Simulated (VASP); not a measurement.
Here is a VASP 6.6.1 calculation.

The input INCAR:

```
SYSTEM = ZrB4C2
PREC = Accurate ; ENCUT = 600
EDIFF = 1E-7 ; ISMEAR = 0
SIGMA = 0.1 ; LREAL = .FALSE.
LASPH = .TRUE. ; NELM = 100
ALGO = Normal ; ISIF = 3
LWAVE = .FALSE. ; LCHARG = .FALSE.
GGA = PE ; IBRION = 2
NSW = 90 ; EDIFFG = -0.04
```

File KPOINTS:

```
regular mesh
0
G
  4 4 4
  0 0 0
```

File POSCAR:

```
ZrB4C2
1.0
    0.0000000000      3.4713453000      3.4713453000
    3.4713453000      0.0000000000      3.4713453000
    3.4713453000      3.4713453000      0.0000000000
Zr B C
1 4 2
Direct
    0.0000000000      0.0000000000      0.0000000000
    0.3554060500      0.3554060500      0.3554060500
    0.3554060500      0.3554060500      0.9337818600
    0.3554060500      0.9337818600      0.3554060500
    0.9337818600      0.3554060500      0.3554060500
    0.5000000000      0.5000000000      0.5000000000
    0.2500000000      0.2500000000      0.2500000000
```

Potentials or basis: VASP PAW PBE potentials, release 64 (Zr_sv, B, C).

Run with:

```sh
$ cat potpaw_PBE.64/Zr_sv/POTCAR potpaw_PBE.64/B/POTCAR potpaw_PBE.64/C/POTCAR > POTCAR
$ mpirun -np 1 vasp_std > vasp.out
```

Task: Estimate the relaxed volume.

Result: 12.22 Å³/atom.

Task: Predict the relaxed cell.

Result: a = 4.945 Å, b = 4.945 Å, c = 4.945 Å, α = 60.00°, β = 60.00°, γ = 60.00°.

Task: What does it give for the band gap on the k mesh?

Result: Zero (band 16 reaches 6.24 eV, above the bottom of band 17 at 5.74 eV).

Task: What does it give for the space group after relaxing (to 0.05 Å)?

Result: F-43m (No. 216).

Forces on the atoms (eV/Å):
```
Zr   0.000  0.000  0.000
B    0.001  0.001  0.001
B   -0.001 -0.001  0.001
B   -0.001  0.001 -0.001
B    0.001 -0.001 -0.001
C    0.000  0.000  0.000
C    0.000  0.000  0.000
```

Caveat: the k points lie up to 0.39 Å⁻¹ apart in the final cell.
